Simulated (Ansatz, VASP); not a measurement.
One calculation of BiTe, two programs

The input INCAR:

```
ALGO = Normal
EDIFF = 1E-6
ENCUT = 500
GGA = PE
GGA_COMPAT = F
ISIF = 2
ISMEAR = 0
ISPIN = 2
LASPH = T
LCHARG = F
LORBIT = 11
LREAL = F
LWAVE = F
MAGMOM = -5 0
NBANDS = 22
NELM = 200
PREC = Accurate
SIGMA = 0.1
```

Contents of KPOINTS:

```
k-points
0
Gamma
  4 4 4
```

The input POSCAR:

```
BiTe
1.0
    0.0000000000      3.2350000000      3.2350000000
    3.2350000000      0.0000000000      3.2350000000
    3.2350000000      3.2350000000      0.0000000000
Bi Te
1 1
Direct
    0.0000000000      0.0000000000      0.0000000000
    0.5000000000      0.5000000000      0.5000000000
```

Input for Ansatz:

```yaml
crystal:
  lattice:
    - [0.0, 3.235, 3.235]
    - [3.235, 0.0, 3.235]
    - [3.235, 3.235, 0.0]
  atoms:
    - { symbol: Bi, position: [0.0, 0.0, 0.0], spin: -5.0 }
    - { symbol: Te, position: [0.5, 0.5, 0.5] }
basis:
  ecutwfc: 420
kpoints:
  mp_grid: { grid: [4, 4, 4] }
hamiltonian:
  xc: pbe
scf:
  occupations: { method: gaussian, width: 0.1 }
  lower_state_search: "off"
  max_iter: 30
  convergence: { dr2_threshold: "1e-11 eV" }
output:
  forces: true
  stress: true
  eigenvalues: true
  populations: true
magnetization:
  spin_polarized: true
```

Alike in both runs: task single point; functional PBE; k mesh 4 × 4 × 4; occupations gaussian, width 0.1 eV; collinear spin.

```csv
,VASP,Ansatz
version,VASP 6.6.1,Ansatz 0.2.0
potentials or method,"VASP PAW PBE potentials, release 64 (Bi_d, Te), cutoff 500 eV","scalar-relativistic, plane waves, PAW"
valence electrons in the cell,21,31
```

Ansatz gave:

| Item | Value |
| --- | --- |
| gap on the k mesh at the Fermi level (eV) | none |
| pressure (GPa) | 0.7 |
| net moment per atom (μB) | 0.00 |

**Question.** What did VASP give for the same quantities?

**Answer.** gap on the k mesh at the Fermi level (eV): none; pressure (GPa): 0.6; net moment per atom (μB): 0.00.

A gap of «none» marks a metal or a gap that the smearing closes. VASP's potentials hold 21 valence electrons a cell and Ansatz's 31, so a difference there can come from the potentials and not from the codes. Ansatz's warnings: seeded moment not kept.

The k mesh is coarse, so the values compare programs but aren't converged. Neither program's run includes spin-orbit coupling.
